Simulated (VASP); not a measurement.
# CdGa2O3 (R-3m) in VASP: further runs

The runs below take CdGa2O3 through single point, with PBE.

All numbers are computed with VASP 6.6.1; they aren't measurements. Logs are shortened: lines on timing, memory, paths and dates and some standing lists are left out, and cuts for length are marked.

## (1) The cell of the first run

It takes space group R-3m (No. 166, trigonal). Conventional cell: a = 5.967 Å, b = 5.967 Å, c = 8.261 Å, α = 90.00°, β = 90.00°, γ = 120.00°. Within 2.9 Å of Cd (site symmetry -3m) lie 6 O at 2.21 Å and 2 Ga at 2.64 Å. Ga (site symmetry 3m) has 3 O at 2.14 Å and 1 Cd at 2.64 Å within 2.8 Å. Within 2.8 Å of O (site symmetry 2/m) lie 2 Ga at 2.14 Å and 2 Cd at 2.21 Å.

## (2) Single point, PBE, collinear spin, ferromagnetic start

File INCAR:

```
PREC = Accurate
ENCUT = 520
EDIFF = 1E-7
ISMEAR = 0
SIGMA = 0.1
LREAL = False
LASPH = True
NELM = 150
ALGO = Normal
ISIF = 2
LWAVE = False
LCHARG = True
ISPIN = 2
MAGMOM = 0 0 0 1 1 1
LORBIT = 11
GGA = PE
LELF = True
LVHAR = True
NBANDS = 41
```

File KPOINTS:

```
Automatic mesh
0
Gamma
  6 6 6
```

File POSCAR:

```
CdGa2O3
1.0
    2.9832535583      1.7223822449      2.7535501562
   -2.9832535583      1.7223822449      2.7535501562
    0.0000000000     -3.4447644899      2.7535501562
Cd Ga O
1 2 3
Direct
    0.0000000000      0.0000000000      0.0000000000
    0.6803090370      0.6803090370      0.6803090370
    0.3196909630      0.3196909630      0.3196909630
    0.0000000000      0.5000000000      0.0000000000
    0.5000000000      0.0000000000      0.0000000000
    0.0000000000      0.0000000000      0.5000000000
```

Potentials or basis: VASP PAW PBE potentials, release 64 (Cd, Ga_d, O).

Run with:

```bash
> cat potpaw_PBE.64/Cd/POTCAR potpaw_PBE.64/Ga_d/POTCAR potpaw_PBE.64/O/POTCAR > POTCAR
> mpirun -np 1 vasp_std > vasp.out
```

OUTCAR:

```text
PREC = Accurate
   ENCUT = 520
   EDIFF = 1E-7
   ISMEAR = 0
   LREAL = False
   LASPH = True
   NELM = 150
   ISIF = 2
   ISPIN = 2
   LORBIT = 11
   GGA = PE

 ion  position               nearest neighbor table
   1  0.000  0.000  0.000-   4 2.21   5 2.21   4 2.21   5 2.21   6 2.21   6 2.21   2 2.64   3 2.64

   2  0.680  0.680  0.680-   6 2.14   5 2.14   4 2.14   1 2.64
   3  0.320  0.320  0.320-   6 2.14   5 2.14   4 2.14   1 2.64
   4  0.000  0.500  0.000-   2 2.14   3 2.14   1 2.21   1 2.21
   5  0.500  0.000  0.000-   2 2.14   3 2.14   1 2.21   1 2.21
   6  0.000  0.000  0.500-   2 2.14   3 2.14   1 2.21   1 2.21

  LATTYP: Found a trigonal (rhomboedric) cell.
 ALAT       =     4.4100386453
 COS(alpha) =     0.0847799204

  Lattice vectors:

 A1 = (   2.9832535583,   1.7223822449,   2.7535501562)
 A2 = (  -2.9832535583,   1.7223822449,   2.7535501562)
 A3 = (   0.0000000000,  -3.4447644899,   2.7535501562)

Analysis of symmetry for initial positions (statically):
=====================================================================
 Subroutine PRICEL returns:
 Original cell was already a primitive cell.

 Routine SETGRP: Setting up the symmetry group for a
 trigonal (rhombohedral) supercell.

 Subroutine GETGRP returns: Found 12 space group operations
 (whereof 12 operations were pure point group operations)
 out of a pool of 12 trial point group operations.

The static configuration has the point symmetry D_3d.

Analysis of symmetry for dynamics (positions and initial velocities):
=====================================================================
 Subroutine PRICEL returns:
 Original cell was already a primitive cell.

 Routine SETGRP: Setting up the symmetry group for a
 trigonal (rhombohedral) supercell.

 Subroutine GETGRP returns: Found 12 space group operations
 (whereof 12 operations were pure point group operations)
 out of a pool of 12 trial point group operations.

The dynamic configuration has the point symmetry D_3d.

Analysis of structural, dynamic, and magnetic symmetry:
=====================================================================
 Subroutine PRICEL returns:
 Original cell was already a primitive cell.

 Routine SETGRP: Setting up the symmetry group for a
 trigonal (rhombohedral) supercell.

 Subroutine GETGRP returns: Found 12 space group operations
 (whereof 12 operations were pure point group operations)
 out of a pool of 12 trial point group operations.

The overall configuration has the point symmetry D_3d.

 Subroutine INISYM returns: Found 12 space group operations
 (whereof 12 operations are pure point group operations),
 and found     1 'primitive' translations

----------------------------------------------------------------------------------------

                                     Primitive cell

  volume of cell :      84.8914

  direct lattice vectors                    reciprocal lattice vectors
     2.983253558  1.722382245  2.753550156     0.167602247  0.096765202  0.121055842
    -2.983253558  1.722382245  2.753550156    -0.167602247  0.096765202  0.121055842
     0.000000000 -3.444764490  2.753550156     0.000000000 -0.193530405  0.121055842

  length of vectors
     4.410038645  4.410038645  4.410038645     0.228272939  0.228272939  0.228272939

  position of ions in fractional coordinates (direct lattice)
     0.000000000  0.000000000  0.000000000
     0.680309037  0.680309037  0.680309037
     0.319690963  0.319690963  0.319690963
     1.000000000  0.500000000  0.000000000
     0.500000000  1.000000000  0.000000000
     0.000000000  0.000000000  0.500000000

  ion indices of the primitive-cell ions
   primitive index   ion index
                 1           1
                 2           2
                 3           3
                 4           4
                 5           5
                 6           6

----------------------------------------------------------------------------------------

 KPOINTS: Automatic mesh

Automatic generation of k-mesh.
 Grid dimensions read from file:
 generate k-points for:    6    6    6

 Generating k-lattice:

  Cartesian coordinates                     Fractional coordinates (reciprocal lattice)
     0.027933708  0.016127534  0.020175974     0.166666667 -0.000000000  0.000000000
    -0.027933708  0.016127534  0.020175974    -0.000000000  0.166666667  0.000000000
     0.000000000 -0.032255067  0.020175974     0.000000000  0.000000000  0.166666667

  Length of vectors
     0.038045490  0.038045490  0.038045490

  Shift w.r.t. Gamma in fractional coordinates (k-lattice)
     0.000000000  0.000000000  0.000000000

 Subroutine IBZKPT returns following result:
 ===========================================

 Found     32 irreducible k-points:

 Following reciprocal coordinates:
            Coordinates               Weight
  0.000000  0.000000  0.000000      1.000000
  0.166667 -0.000000 -0.000000      6.000000
  0.333333  0.000000  0.000000      6.000000
  0.500000  0.000000  0.000000      3.000000
  0.166667  0.166667 -0.000000      6.000000
  0.333333  0.166667  0.000000     12.000000
[... 16 lines left out ...]
  0.500000  0.500000  0.166667      6.000000
 -0.333333  0.500000  0.166667     12.000000
 [... further k-points ...]
   k-points           NKPTS =     32   k-points in BZ     NKDIM =     32   number of bands    NBANDS=     41
   number of dos      NEDOS =    301   number of ions     NIONS =      6
   total plane-waves  NPLWV =  46656
   dimension x,y,z NGX =    36 NGY =   36 NGZ =   36
   dimension x,y,z NGXF=    72 NGYF=   72 NGZF=   72
   ions per type =               1   2   3
   NGX,Y,Z   is equivalent  to a cutoff of  13.57, 13.57, 13.57 a.u.
   NGXF,Y,Z  is equivalent  to a cutoff of  27.14, 27.14, 27.14 a.u.
 SYSTEM =  unknown system
   PREC   = accura    normal or accurate (medium, high low for compatibility)
   ISTART =      0    job   : 0-new  1-cont  2-samecut
   ICHARG =      2    charge: 1-file 2-atom 10-const
   ISPIN  =      2    spin polarized calculation?
   LNONCOLLINEAR =      F non collinear calculations
   LSORBIT =      F    spin-orbit coupling
   LASPH  =      T    aspherical Exc in radial PAW
   ENCUT  =  520.0 eV  38.22 Ry    6.18 a.u.   8.20  8.20  8.20*2*pi/ulx,y,z
   NELM   =    150;   NELMIN=  2; NELMDL= -5     # of ELM steps
   EDIFF  = 0.1E-06   stopping-criterion for ELM
   LREAL  =      F    real-space projection
   EDIFFG = 0.1E-05   stopping-criterion for IOM
   NSW    =      0    number of steps for IOM
   IBRION =     -1    ionic relax: 0-MD 1-quasi-New 2-CG
   NFREE  =      0    steps in history (QN), initial steepest desc. (CG)
   ISIF   =      2    stress and relaxation
   ISYM   =      2    0-nonsym 1-usesym 2-fastsym
   POTIM  = 0.5000    time-step for ionic-motion
   TEBEG  =    0.0;   TEEND  =   0.0 temperature during run
   PSTRESS=    0.0 pullay stress
   NELECT =      56.0000    total number of electrons
   NUPDOWN=      -1.0000    fix difference up-down
   EMIN   =  10.00;   EMAX   =-10.00  energy-range for DOS
   EFERMI =   0.00;   METHOD = LEGACY
   ISMEAR =     0;   SIGMA  =   0.10  broadening in eV -4-tet -1-fermi 0-gaus
   EFERMI_NEDOS =   21; number of points for ismear=-14 and -15
   IALGO  =     38    algorithm
   IMIX   =      4    mixing-type and parameters
     AMIX     =   0.40;   BMIX     =  1.00
     AMIX_MAG =   1.60;   BMIX_MAG =  1.00
  volume/ion in A,a.u.               =      14.15        95.48
  Fermi-wavevector in a.u.,A,eV,Ry     =   1.425114  2.693074 27.632741  2.030949
  Thomas-Fermi vector in A             =   2.545533
   LORBIT       =     11    0 simple, 1 ext, 2 COOP (PROOUT), +10 PAW based schemes
   GGA     = PE    functional components
   LHFCALC =     F    Hartree Fock is set to
   AEXX    =    0.0000 exact exchange contribution
   IVDW    =     0    specifies the selected vdW correction
   LEPSILON=     F    determine dielectric tensor
   LRPA    =     F    only Hartree local field effects (RPA)
 spin polarized calculation
 Gauss-broadening in eV      SIGMA  =   0.10
  energy-cutoff  :      520.00
  volume of cell :       84.89
 maximum number of plane-waves:      2299
 NGX is ok and might be reduce to    36
   NGX = 17   NGY = 17   NGZ = 17

 number of electron      55.9999973 magnetization       0.0002065

 number of electron      55.9999973 magnetization      -0.0001116

 Free energy of the ion-electron system (eV)
  ---------------------------------------------------
  ext. energy  EPLUGINS =         0.00000000
  ---------------------------------------------------
  free energy    TOTEN  =       -25.74080206 eV

  energy without entropy =      -25.73800041  energy(sigma->0) =      -25.73940123

 E-fermi :   2.9133     XC(G=0): -10.7640

 val. band max:        2.7666560483   @ k =  -0.3333   0.5000   0.3333
 cond. band min:       2.9822458649   @ k =   0.3333   0.3333   0.3333
 fundamental gap:      0.2155898166
 Fermi energy:         2.9132534272

 spin component 1

 k-point     1 :       0.0000    0.0000    0.0000
  band No.  band energies     occupation
      1     -15.2897      1.00000
      2     -14.4793      1.00000
      3     -14.4793      1.00000
      4     -11.6574      1.00000
      5     -11.6574      1.00000
      6     -11.6521      1.00000
[... 32 lines left out ...]
     39      14.7005      0.00000
     40      15.9827      0.00000

 k-point     2 :       0.1667   -0.0000   -0.0000
  band No.  band energies     occupation
      1     -15.2260      1.00000
      2     -14.4912      1.00000
      3     -14.4823      1.00000
      4     -11.6535      1.00000
      5     -11.6522      1.00000
      6     -11.6450      1.00000
[... 935 lines left out ...]
     39      15.8193      0.00000
     40      16.4165      0.00000

 k-point    24 :      -0.3333    0.5000    0.1667
  band No.  band energies     occupation
      1     -14.7287      1.00000
      2     -14.6394      1.00000
      3     -14.4543      1.00000
      4     -11.6467      1.00000
      5     -11.6421      1.00000
      6     -11.5933      1.00000
[... 32 lines left out ...]
     39      15.4071      0.00000
     40      16.1572      0.00000

 [... further k-points ...]

 spin component 2

 k-point     1 :       0.0000    0.0000    0.0000
  band No.  band energies     occupation
      1     -15.2897      1.00000
      2     -14.4793      1.00000
      3     -14.4793      1.00000
      4     -11.6574      1.00000
      5     -11.6574      1.00000
      6     -11.6521      1.00000
[... 32 lines left out ...]
     39      14.7005      0.00000
     40      15.9827      0.00000

 k-point     2 :       0.1667   -0.0000   -0.0000
  band No.  band energies     occupation
      1     -15.2260      1.00000
      2     -14.4912      1.00000
      3     -14.4823      1.00000
      4     -11.6535      1.00000
      5     -11.6522      1.00000
      6     -11.6450      1.00000
[... 935 lines left out ...]
     39      15.8193      0.00000
     40      16.4164      0.00000

 k-point    24 :      -0.3333    0.5000    0.1667
  band No.  band energies     occupation
      1     -14.7287      1.00000
      2     -14.6394      1.00000
      3     -14.4543      1.00000
      4     -11.6467      1.00000
      5     -11.6421      1.00000
      6     -11.5933      1.00000
[... 32 lines left out ...]
     39      15.4070      0.00000
     40      16.1572      0.00000

 [... further k-points ...]

 [bands above 40 left out]

------------------------ aborting loop because EDIFF is reached ----------------------------------------

  FORCE on cell =-STRESS in cart. coord.  units (eV):
  Direction    XX          YY          ZZ          XY          YZ          ZX
  --------------------------------------------------------------------------------------
  -------------------------------------------------------------------------------------
  Total        0.5669728      0.5669728      0.7264885     -0.0000000     -0.0000000      0.0000000
  in kB       10.7006179     10.7006179     13.7111979     -0.0000000     -0.0000000      0.0000000
  external PRESSURE =      11.7041446 kB  Pullay stress =       0.0000000 kB

 VOLUME and BASIS-vectors are now :
 -----------------------------------------------------------------------------
  energy-cutoff  :      520.00
  volume of cell :       84.89
      direct lattice vectors                 reciprocal lattice vectors
     2.983253558  1.722382245  2.753550156     0.167602247  0.096765202  0.121055842
    -2.983253558  1.722382245  2.753550156    -0.167602247  0.096765202  0.121055842
     0.000000000 -3.444764490  2.753550156     0.000000000 -0.193530405  0.121055842

 POSITION                                       TOTAL-FORCE (eV/Angst)
 -----------------------------------------------------------------------------------
      0.00000      0.00000      0.00000         0.000000      0.000000      0.000000
      0.00000     -0.00000      5.61980         0.000000      0.000000     -0.078296
      0.00000     -0.00000      2.64086         0.000000     -0.000000      0.078296
     -1.49163      0.86119      1.37678         0.000000      0.000000     -0.000000
      1.49163      0.86119      1.37678        -0.000000     -0.000000     -0.000000
      0.00000     -1.72238      1.37678        -0.000000     -0.000000     -0.000000
 -----------------------------------------------------------------------------------
    total drift:                               -0.000000      0.000000     -0.000000

  FREE ENERGIE OF THE ION-ELECTRON SYSTEM (eV)
  ---------------------------------------------------
  free  energy   TOTEN  =       -25.7408020566 eV

  energy  without entropy=      -25.7380004066  energy(sigma->0) =      -25.73940123

 total charge

# of ion       s       p       d       tot
------------------------------------------
    1        0.361   0.363   9.674  10.399
    2        0.892   0.437  10.020  11.349
    3        0.892   0.437  10.020  11.349
    4        1.575   3.364   0.000   4.939
    5        1.575   3.364   0.000   4.939
    6        1.575   3.364   0.000   4.939
--------------------------------------------------
tot          6.872  11.328  29.713  47.914

 magnetization (x)

# of ion       s       p       d       tot
------------------------------------------
    1        0.000   0.000   0.000   0.000
    2        0.000   0.000   0.000   0.000
    3        0.000   0.000   0.000   0.000
    4       -0.000  -0.000   0.000  -0.000
    5       -0.000  -0.000   0.000  -0.000
    6       -0.000  -0.000   0.000  -0.000
--------------------------------------------------
tot         -0.000  -0.000   0.000  -0.000
```

It took 4.1 min on 1 thread of Oxide Virtual Turin-like, shared host; peak memory 0.31 GiB.

What came out:

* Free energy: -25.7408 eV
* Pressure: 1.2 GPa
* Largest force: 0.078 eV/Å
* Band gap on the k mesh: zero (filled and empty bands overlap)
* Net moment: 0.00 μB per cell
* Valence electrons inside the program's atomic spheres: Cd 10.40; Ga 11.35; O 4.94

Forces on the atoms (eV/Å):
```
Cd   0.000  0.000  0.000
Ga   0.000  0.000 -0.078
Ga   0.000  0.000  0.078
O    0.000  0.000  0.000
O    0.000  0.000  0.000
O    0.000  0.000  0.000
```

Stress tensor (GPa, compression positive):
```
1.07 0.00 0.00
0.00 1.07 0.00
0.00 0.00 1.37
```

Levels at points of the mesh, in eV from the Fermi level:
Spin up:
| k point | band 24 | band 25 | band 26 | band 27 | band 28 | band 29 | band 30 | band 31 | band 32 | band 33 |
| --- | --- | --- | --- | --- | --- | --- | --- | --- | --- | --- |
| (0.00, 0.00, 0.00) | -3.18 | -2.63 | -1.61 | -1.61 | -1.34 | 2.87 | 3.07 | 3.53 | 3.53 | 5.77 |
| (0.50, 0.00, 0.00) | -2.35 | -2.19 | -1.65 | -1.51 | -0.55 | -0.28 | 4.43 | 5.61 | 5.79 | 5.97 |
| (0.50, 0.50, 0.00) | -2.74 | -2.29 | -1.18 | -0.71 | 0.16 | 0.69 | 3.43 | 5.14 | 5.57 | 7.13 |
| (0.50, 0.50, 0.50) | -1.65 | -1.65 | -0.88 | 0.16 | 0.16 | 2.31 | 3.00 | 5.26 | 5.26 | 5.75 |
Spin down:
```csv
k point,band 25,band 26,band 27,band 28,band 29,band 30,band 31,band 32
"(0.00, 0.00, 0.00)",-2.63,-1.61,-1.61,-1.34,2.87,3.07,3.53,3.53
"(0.50, 0.00, 0.00)",-2.19,-1.65,-1.51,-0.55,-0.28,4.43,5.61,5.79
"(0.50, 0.50, 0.00)",-2.29,-1.18,-0.71,0.16,0.69,3.43,5.14,5.57
"(0.50, 0.50, 0.50)",-1.65,-0.88,0.16,0.16,2.31,3.00,5.26,5.26
```

(Part 1 of 2 ends here.)
